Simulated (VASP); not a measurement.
# Pb (Fm-3m) in VASP: further runs

Pb is run at these levels: HSE06, PBE0; tasks: single point.

Everything below comes from runs of VASP 6.6.1. Logs are shortened: lines on timing, memory, paths and dates and some standing lists are left out, and cuts for length are marked.

**1. The cell of the first run**

It takes space group Fm-3m (No. 225, cubic). Conventional cell: a = 5.047 Å, b = 5.047 Å, c = 5.047 Å, α = 90.00°, β = 90.00°, γ = 90.00°. Pb (site symmetry m-3m) has 12 Pb at 3.57 Å within 4.7 Å.

**2. Single point, HSE06**

POSCAR

```
Pb
1.0
    0.0000000000      2.5235621278      2.5235621278
    2.5235621278      0.0000000000      2.5235621278
    2.5235621278      2.5235621278      0.0000000000
Pb
1
Direct
    0.0000000000      0.0000000000      0.0000000000
```

INCAR.step1

```
SYSTEM = Pb
PREC = Accurate ; ENCUT = 520
EDIFF = 1E-5 ; ISMEAR = -1
SIGMA = 0.05 ; LREAL = .FALSE.
LASPH = .TRUE. ; NELM = 60
ALGO = Normal ; ISIF = 2
LWAVE = .TRUE. ; LCHARG = .FALSE.
NBANDS = 13 ; GGA = PE
```

INCAR.step2

```
SYSTEM = Pb
PREC = Accurate ; ENCUT = 520
EDIFF = 1E-7 ; ISMEAR = -1
SIGMA = 0.05 ; LREAL = .FALSE.
LASPH = .TRUE. ; NELM = 60
ALGO = Normal ; ISIF = 2
LWAVE = .FALSE. ; LCHARG = .FALSE.
GGA = PE ; LHFCALC = .TRUE.
HFSCREEN = 0.2079 ; PRECFOCK = Normal
NBANDS = 13 ; ISTART = 1
```

KPOINTS

```
regular mesh
0
G
  6 6 6
  0 0 0
```

Potentials or basis: VASP PAW PBE potentials, release 64 (Pb_d).

On the command line:

```console
$ cat potpaw_PBE.64/Pb_d/POTCAR > POTCAR
$ cp INCAR.step1 INCAR
$ mpirun -np 1 vasp_std > vasp.out
$ cp INCAR.step2 INCAR
$ mpirun -np 1 vasp_std > vasp.out
```

OUTCAR:

```text
SYSTEM = Pb
   PREC = Accurate
   ENCUT = 520
   EDIFF = 1E-7
   ISMEAR = -1
   LREAL = .FALSE.
   LASPH = .TRUE.
   NELM = 60
   ISIF = 2
   GGA = PE
   LHFCALC = .TRUE.
   HFSCREEN = 0.2079
   PRECFOCK = Normal
   ISTART = 1

 ion  position               nearest neighbor table
   1  0.000  0.000  0.000-

  LATTYP: Found a face centered cubic cell.
 ALAT       =     5.0471242556

  Lattice vectors:

 A1 = (   0.0000000000,   2.5235621278,   2.5235621278)
 A2 = (   2.5235621278,   0.0000000000,   2.5235621278)
 A3 = (   2.5235621278,   2.5235621278,   0.0000000000)

Analysis of symmetry for initial positions (statically):
[... 5 lines left out ...]
 face centered cubic supercell.

 Subroutine GETGRP returns: Found 48 space group operations
 (whereof 48 operations were pure point group operations)
 out of a pool of 48 trial point group operations.

The static configuration has the point symmetry O_h .

Analysis of symmetry for dynamics (positions and initial velocities):
[... 5 lines left out ...]
 face centered cubic supercell.

 Subroutine GETGRP returns: Found 48 space group operations
 (whereof 48 operations were pure point group operations)
 out of a pool of 48 trial point group operations.

The dynamic configuration has the point symmetry O_h .

 Subroutine INISYM returns: Found 48 space group operations
 (whereof 48 operations are pure point group operations),
 and found     1 'primitive' translations

----------------------------------------------------------------------------------------

                                     Primitive cell

  volume of cell :      32.1419

  direct lattice vectors                    reciprocal lattice vectors
     0.000000000  2.523562128  2.523562128    -0.198132629  0.198132629  0.198132629
     2.523562128  0.000000000  2.523562128     0.198132629 -0.198132629  0.198132629
     2.523562128  2.523562128  0.000000000     0.198132629  0.198132629 -0.198132629

  length of vectors
     3.568855787  3.568855787  3.568855787     0.343175781  0.343175781  0.343175781

  position of ions in fractional coordinates (direct lattice)
     0.000000000  0.000000000  0.000000000

  ion indices of the primitive-cell ions
   primitive index   ion index
                 1           1

----------------------------------------------------------------------------------------

 KPOINTS: regular mesh

Automatic generation of k-mesh.
 Grid dimensions read from file:
 generate k-points for:    6    6    6

 Generating k-lattice:

  Cartesian coordinates                     Fractional coordinates (reciprocal lattice)
    -0.033022105  0.033022105  0.033022105     0.166666667  0.000000000  0.000000000
     0.033022105 -0.033022105  0.033022105     0.000000000  0.166666667  0.000000000
     0.033022105  0.033022105 -0.033022105     0.000000000  0.000000000  0.166666667

  Length of vectors
     0.057195963  0.057195963  0.057195963

  Shift w.r.t. Gamma in fractional coordinates (k-lattice)
     0.000000000  0.000000000  0.000000000

 Subroutine IBZKPT returns following result:
 ===========================================

 Found     16 irreducible k-points:

 Following reciprocal coordinates:
            Coordinates               Weight
  0.000000  0.000000  0.000000      1.000000
  0.166667  0.000000  0.000000      8.000000
  0.333333  0.000000  0.000000      8.000000
  0.500000  0.000000  0.000000      4.000000
  0.166667  0.166667  0.000000      6.000000
  0.333333  0.166667  0.000000     24.000000
[... 8 lines left out ...]
 -0.333333  0.333333  0.166667     24.000000
 -0.333333  0.500000  0.166667     12.000000
   k-points           NKPTS =     16   k-points in BZ     NKDIM =    216   number of bands    NBANDS=     13
   number of dos      NEDOS =    301   number of ions     NIONS =      1
   total plane-waves  NPLWV =  21952
   dimension x,y,z NGX =    28 NGY =   28 NGZ =   28
   dimension x,y,z NGXF=    56 NGYF=   56 NGZF=   56
   ions per type =               1
   NGX,Y,Z   is equivalent  to a cutoff of  13.04, 13.04, 13.04 a.u.
   NGXF,Y,Z  is equivalent  to a cutoff of  26.09, 26.09, 26.09 a.u.
 SYSTEM =  Pb
   PREC   = accura    normal or accurate (medium, high low for compatibility)
   ISTART =      1    job   : 0-new  1-cont  2-samecut
   ICHARG =      0    charge: 1-file 2-atom 10-const
   ISPIN  =      1    spin polarized calculation?
   LNONCOLLINEAR =      F non collinear calculations
   LSORBIT =      F    spin-orbit coupling
   LASPH  =      T    aspherical Exc in radial PAW
   ENCUT  =  520.0 eV  38.22 Ry    6.18 a.u.   6.64  6.64  6.64*2*pi/ulx,y,z
   NELM   =     60;   NELMIN=  2; NELMDL=  0     # of ELM steps
   EDIFF  = 0.1E-06   stopping-criterion for ELM
   LREAL  =      F    real-space projection
   EDIFFG = 0.1E-05   stopping-criterion for IOM
   NSW    =      0    number of steps for IOM
   IBRION =     -1    ionic relax: 0-MD 1-quasi-New 2-CG
   NFREE  =      0    steps in history (QN), initial steepest desc. (CG)
   ISIF   =      2    stress and relaxation
   ISYM   =      3    0-nonsym 1-usesym 2-fastsym
   POTIM  = 0.5000    time-step for ionic-motion
   TEBEG  =    0.0;   TEEND  =   0.0 temperature during run
   PSTRESS=    0.0 pullay stress
   NELECT =      14.0000    total number of electrons
   NUPDOWN=      -1.0000    fix difference up-down
   EMIN   =  10.00;   EMAX   =-10.00  energy-range for DOS
   EFERMI =   0.00;   METHOD = LEGACY
   ISMEAR =    -1;   SIGMA  =   0.05  broadening in eV -4-tet -1-fermi 0-gaus
   EFERMI_NEDOS =   21; number of points for ismear=-14 and -15
   IALGO  =     38    algorithm
   IMIX   =      1    mixing-type and parameters
     AMIX     =   0.40;   BMIX     =  1.00
     AMIX_MAG =   1.60;   BMIX_MAG =  1.00
  volume/ion in A,a.u.               =      32.14       216.90
  Fermi-wavevector in a.u.,A,eV,Ry     =   1.240967  2.345087 20.952954  1.539999
  Thomas-Fermi vector in A             =   2.375385
   LORBIT       =      0    0 simple, 1 ext, 2 COOP (PROOUT), +10 PAW based schemes
   GGA     = PE    functional components
   LHFCALC =     T    Hartree Fock is set to
   PRECFOCK=normal    Normal, Fast or Accurate (Low or Medium for compatibility)
   ENCUT4O =  -1.0   cutoff for four orbital integrals eV
   NKREDX  =     1    reduce k-point grid by
   NKREDY  =     1    reduce k-point grid by
   NKREDZ  =     1    reduce k-point grid by
   AEXX    =    0.2500 exact exchange contribution
   HFSCREEN=    0.2079 screening length (either q_TF or 0.3 A-1)
   HFSCREENC=   0.2079 screening length for correlation (either q_TF or 0.3 A-1)
   ENCUTFOCK=  -1.0 apply spherical cutoff to Coloumb kernel
   IVDW    =     0    specifies the selected vdW correction
   LEPSILON=     F    determine dielectric tensor
   LRPA    =     F    only Hartree local field effects (RPA)
 non-spin polarized calculation
  energy-cutoff  :      520.00
  volume of cell :       32.14
 maximum number of plane-waves:       893
 NGX is ok and might be reduce to    28
  NGX = 20; NGY = 20; NGZ = 20

 number of electron      14.0000003 magnetization

 Free energy of the ion-electron system (eV)
  ---------------------------------------------------
  ext. energy  EPLUGINS =         0.00000000
  ---------------------------------------------------
  free energy    TOTEN  =        -3.97802883 eV

  energy without entropy =       -3.96889229  energy(sigma->0) =       -3.97346056

 E-fermi :   6.7056     XC(G=0):  -8.2240

 val. band max:        6.5683473334   @ k =  -0.3333   0.3333   0.1667
 cond. band min:       6.7736175755   @ k =   0.3333   0.1667   0.0000
 fundamental gap:      0.2052702421
 Fermi energy:         6.7055972566

 k-point     1 :       0.0000    0.0000    0.0000
  band No.  band energies     occupation
      1     -12.3758      2.00000
      2     -12.3758      2.00000
      3     -12.3758      2.00000
      4     -12.2555      2.00000
      5     -12.2555      2.00000
      6      -6.0840      2.00000
      7      14.2921      0.00000
      8      14.2921      0.00000
      9      14.2921      0.00000
     10      16.9974      0.00000
     11      17.9504      0.00000
     12      19.3522      0.00000
     13      19.3522      0.00000

 k-point     2 :       0.1667    0.0000    0.0000
  band No.  band energies     occupation
      1     -12.3776      2.00000
      2     -12.3500      2.00000
      3     -12.3500      2.00000
      4     -12.2503      2.00000
      5     -12.2503      2.00000
      6      -5.5201      2.00000
      7      10.0373      0.00000
      8      13.7061      0.00000
      9      13.7061      0.00000
     10      16.1921      0.00000
     11      19.6903      0.00000
     12      20.0171      0.00000
     13      20.0649      0.00000

 k-point     3 :       0.3333    0.0000    0.0000
  band No.  band energies     occupation
      1     -12.3893      2.00000
      2     -12.3537      2.00000
      3     -12.3537      2.00000
      4     -12.1826      2.00000
      5     -12.1826      2.00000
      6      -3.8846      2.00000
      7       4.9537      2.00000
      8      12.8181      0.00000
      9      12.8181      0.00000
     10      15.8497      0.00000
     11      17.5742      0.00000
     12      18.6301      0.00000
     13      18.6301      0.00000

 k-point     4 :       0.5000    0.0000    0.0000
  band No.  band energies     occupation
      1     -12.3985      2.00000
      2     -12.3673      2.00000
      3     -12.3673      2.00000
      4     -12.1361      2.00000
      5     -12.1361      2.00000
      6      -2.2900      2.00000
      7       2.1240      2.00000
      8      12.4431      0.00000
      9      12.4431      0.00000
     10      16.1642      0.00000
     11      16.4174      0.00000
     12      18.0844      0.00000
     13      18.0844      0.00000

 k-point     5 :       0.1667    0.1667    0.0000
  band No.  band energies     occupation
      1     -12.4119      2.00000
      2     -12.3113      2.00000
      3     -12.3113      2.00000
      4     -12.2948      2.00000
      5     -12.2284      2.00000
      6      -5.3324      2.00000
      7      11.0967      0.00000
      8      12.1499      0.00000
      9      12.1499      0.00000
     10      15.3385      0.00000
     11      16.8028      0.00000
     12      22.1709      0.00000
     13      22.2019      0.00000
[... 129 lines left out ...]
 k-point    14 :       0.5000    0.3333    0.1667
  band No.  band energies     occupation
      1     -12.4017      2.00000
      2     -12.3608      2.00000
      3     -12.2742      2.00000
      4     -12.1800      2.00000
      5     -12.1683      2.00000
      6      -2.5371      2.00000
      7       5.3815      2.00000
      8       7.4129      0.00000
      9       9.8183      0.00000
     10      16.1303      0.00000
     11      17.1625      0.00000
     12      19.2635      0.00000
     13      24.2099      0.00000

 k-point    15 :      -0.3333    0.3333    0.1667
  band No.  band energies     occupation
      1     -12.3795      2.00000
      2     -12.3430      2.00000
      3     -12.2629      2.00000
      4     -12.2293      2.00000
      5     -12.1345      2.00000
      6      -1.2507      2.00000
      7       3.8169      2.00000
      8       6.5683      1.87926
      9       8.7848      0.00000
     10      16.3624      0.00000
     11      18.2434      0.00000
     12      21.2035      0.00000
     13      21.2497      0.00000

 k-point    16 :      -0.3333    0.5000    0.1667
  band No.  band energies     occupation
      1     -12.4239      2.00000
      2     -12.3886      2.00000
      3     -12.2171      2.00000
      4     -12.1912      2.00000
      5     -12.1055      2.00000
      6      -0.7251      2.00000
      7       4.0174      2.00000
      8       6.5404      1.92913
      9       7.3015      0.00001
     10      15.6838      0.00000
     11      16.6369      0.00000
     12      21.9096      0.00000
     13      22.1206      0.00000

------------------------ aborting loop because EDIFF is reached ----------------------------------------

  FORCE on cell =-STRESS in cart. coord.  units (eV):
  Direction    XX          YY          ZZ          XY          YZ          ZX
  --------------------------------------------------------------------------------------
  -------------------------------------------------------------------------------------
  Total       -0.1421983     -0.1421983     -0.1421983      0.0000000      0.0000000      0.0000000
  in kB       -7.0881507     -7.0881507     -7.0881507      0.0000000      0.0000000      0.0000000
  external PRESSURE =      -7.0881507 kB  Pullay stress =       0.0000000 kB

 VOLUME and BASIS-vectors are now :
 -----------------------------------------------------------------------------
  energy-cutoff  :      520.00
  volume of cell :       32.14
      direct lattice vectors                 reciprocal lattice vectors
     0.000000000  2.523562128  2.523562128    -0.198132629  0.198132629  0.198132629
     2.523562128  0.000000000  2.523562128     0.198132629 -0.198132629  0.198132629
     2.523562128  2.523562128  0.000000000     0.198132629  0.198132629 -0.198132629

 POSITION                                       TOTAL-FORCE (eV/Angst)
 -----------------------------------------------------------------------------------
      0.00000      0.00000      0.00000        -0.000000      0.000000     -0.000000
 -----------------------------------------------------------------------------------
    total drift:                                0.000000      0.000000      0.000001

  FREE ENERGIE OF THE ION-ELECTRON SYSTEM (eV)
  ---------------------------------------------------
  free  energy   TOTEN  =        -3.9780288260 eV

  energy  without entropy=       -3.9688922872  energy(sigma->0) =       -3.97346056
```

It took 37 min on 1 thread of Oxide Virtual Turin-like, shared host; peak memory 0.23 GiB.

What came out:

- Free energy: -3.9780 eV
- Pressure: -0.7 GPa
- Band gap on the k mesh: zero (band 7 reaches 14.29 eV, above the bottom of band 8 at 4.94 eV)

Caveat: the PAW data sets were made with another functional, which shifts forces and pressure a little; spin-orbit coupling is left out, which moves the levels of the heavy elements.

**3. Single point, PBE0**

POSCAR is that of step 2.

INCAR.step1

```
PREC     = Accurate       # precision mode
ENCUT    = 520            # plane-wave cutoff, eV
EDIFF    = 1E-5           # SCF threshold, eV
ISMEAR   = -1             # smearing method
SIGMA    = 0.05           # smearing width, eV
LREAL    = False          # projectors in reciprocal space
LASPH    = True           # aspherical terms in the spheres
NELM     = 60             # most SCF steps
ALGO     = Normal         # electronic algorithm
ISIF     = 2              # what is computed and relaxed
LWAVE    = True           # write WAVECAR
LCHARG   = False          # write CHGCAR
NBANDS   = 13             # bands
GGA      = PE             # functional
```

INCAR.step2

```
PREC     = Accurate       # precision mode
ENCUT    = 520            # plane-wave cutoff, eV
EDIFF    = 1E-6           # SCF threshold, eV
ISMEAR   = -1             # smearing method
SIGMA    = 0.05           # smearing width, eV
LREAL    = False          # projectors in reciprocal space
LASPH    = True           # aspherical terms in the spheres
NELM     = 60             # most SCF steps
ALGO     = Normal         # electronic algorithm
ISIF     = 2              # what is computed and relaxed
LWAVE    = False          # write WAVECAR
LCHARG   = False          # write CHGCAR
GGA      = PE             # functional
LHFCALC  = True           # exact exchange
AEXX     = 0.25           # exact-exchange fraction
PRECFOCK = Normal       
NBANDS   = 13             # bands
ISTART   = 1
```

KPOINTS

```
regular mesh
0
Gamma
  6 6 6
```

Potentials or basis: VASP PAW PBE potentials, release 64 (Pb_d).

On the command line:

```console
$ cat potpaw_PBE.64/Pb_d/POTCAR > POTCAR
$ cp INCAR.step1 INCAR
$ mpirun -np 1 vasp_std > vasp.out
$ cp INCAR.step2 INCAR
$ mpirun -np 1 vasp_std > vasp.out
```

Wall time 29 min (1 thread of Oxide Virtual Turin-like, shared host); peak memory 0.15 GiB.

It converged, with:

```yaml
Free_energy: -4.4595 eV
Pressure: -1.0 GPa
Band_gap_on_the_k_mesh: zero (band 7 reaches 14.70 eV, above the bottom of band 8 at 4.62 eV)
```

Levels at points of the mesh, in eV from the Fermi level:
| k point | band 4 | band 5 | band 6 | band 7 | band 8 | band 9 | band 10 | band 11 |
| --- | --- | --- | --- | --- | --- | --- | --- | --- |
| (0.00, 0.00, 0.00) | -19.54 | -19.54 | -13.39 | 7.83 | 7.83 | 7.83 | 10.51 | 11.46 |
| (0.50, 0.00, 0.00) | -19.42 | -19.42 | -9.57 | -5.17 | 5.97 | 5.97 | 9.68 | 9.91 |
| (0.50, 0.50, 0.00) | -19.39 | -19.39 | -8.07 | -4.20 | 2.35 | 2.35 | 5.66 | 6.93 |

Caveat: the PAW data sets were made with another functional, which shifts forces and pressure a little; spin-orbit coupling is left out, which moves the levels of the heavy elements.
